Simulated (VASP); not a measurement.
The system is FePt.

```
CELL_PARAMETERS angstrom
2.97530 0.00000 0.00000
-1.48765 2.57668 0.00000
0.00000 0.00000 2.89659
ATOMIC_POSITIONS crystal
Fe 0.66667 0.33333 0.50000
Pt 0.00000 0.00000 0.00000
```

| Quantity | Value |
| --- | --- |
| Program | VASP 6.6.1 |
| Task | relaxation of cell and atoms |
| Functional | PBE |
| Potentials or basis | VASP PAW PBE potentials, release 64 (Fe, Pt) |
| Cutoff | 600 eV |
| k mesh | 6 × 6 × 6 |
| Occupations | gaussian, width 0.1 eV |
| Spin | collinear spin, ferromagnetic start |
| Starting moments | [4.0, 0.0] μB |

At the start: pressure 121.1 GPa; volume 11.10 Å³/atom.

Question: Where does the relaxation end?

Answer: Over 33 steps the energy falls by 1725.9 meV/atom and the volume is 14.02 Å³/atom (+26.2 %); space group P-6m2 (No. 187, to 0.05 Å); moment 3.13 μB per cell.

Step by step:
| step | energy change (eV) | largest force (eV/Å) | pressure (GPa) | volume (Å³) |
| --- | --- | --- | --- | --- |
| 1 | 0.0000 | 0.0000 | 121.08 | 22.21 |
| 2 | 0.9450 | 0.0000 | -19.53 | 61.41 |
| 3 | -2.5458 | 0.0000 | -7.73 | 34.01 |
| 4 | -2.5869 | 0.0000 | -3.50 | 32.85 |
| 5 | -2.5951 | 0.0000 | 0.13 | 32.03 |
| 6 | -2.5948 | 0.0000 | -0.91 | 32.25 |
| 7 | -2.5984 | 0.0000 | 0.59 | 31.88 |
| 8 | -2.5997 | 0.0000 | 2.11 | 31.53 |
| 9 | -2.6009 | 0.0000 | 2.21 | 31.49 |
| 10 | -2.6048 | 0.0000 | 2.54 | 31.38 |
| 11 | -2.6157 | 0.0000 | 3.13 | 31.15 |
| 12 | -2.6498 | 0.0000 | 4.01 | 30.67 |
| 13 | -2.7435 | 0.0000 | 5.77 | 29.65 |
| 14 | -3.0605 | 0.0000 | 11.67 | 27.41 |
| 15 | -1.7798 | 0.0000 | 91.72 | 22.33 |
| 16 | -3.1648 | 0.0000 | 16.87 | 26.55 |
| 17 | -3.1344 | 0.0000 | 34.33 | 24.83 |
| 18 | -3.1903 | 0.0000 | 26.67 | 25.42 |
| 19 | -3.1806 | 0.0000 | 28.58 | 25.25 |
| 20 | -3.1811 | 0.0000 | 28.73 | 25.24 |
| 21 | -3.1825 | 0.0000 | 29.06 | 25.21 |
| 22 | -3.1833 | 0.0000 | 29.81 | 25.14 |
| 23 | -3.1849 | 0.0000 | 29.72 | 25.15 |
| 24 | -3.1897 | 0.0000 | 29.40 | 25.17 |
| 25 | -3.1991 | 0.0000 | 28.77 | 25.22 |
| 26 | -3.2172 | 0.0000 | 27.60 | 25.31 |
| 27 | -3.2512 | 0.0000 | 25.08 | 25.49 |
| 28 | -3.3102 | 0.0000 | 20.47 | 25.85 |
| 29 | -3.3941 | 0.0000 | 12.27 | 26.58 |
| 30 | -3.4516 | 0.0000 | -0.03 | 28.08 |
| 31 | -3.4517 | 0.0000 | 0.37 | 28.02 |
| 32 | -3.4517 | 0.0000 | 0.35 | 28.02 |
| 33 | -3.4519 | 0.0000 | 0.22 | 28.03 |

Final structure:
```yaml
crystal:
  lattice:
    - [2.71232, 0.00000, 0.00000]
    - [-1.35616, 2.34894, 0.00000]
    - [0.00000, 0.00000, 4.40002]
  atoms:
    - { symbol: Fe, position: [0.66667, 0.33333, 0.50000] }
    - { symbol: Pt, position: [0.00000, 0.00000, 0.00000] }
```

Caveat: the k points lie up to 0.45 Å⁻¹ apart in the final cell; the volume moved by over 15 % at a fixed basis, so the end points are rough.
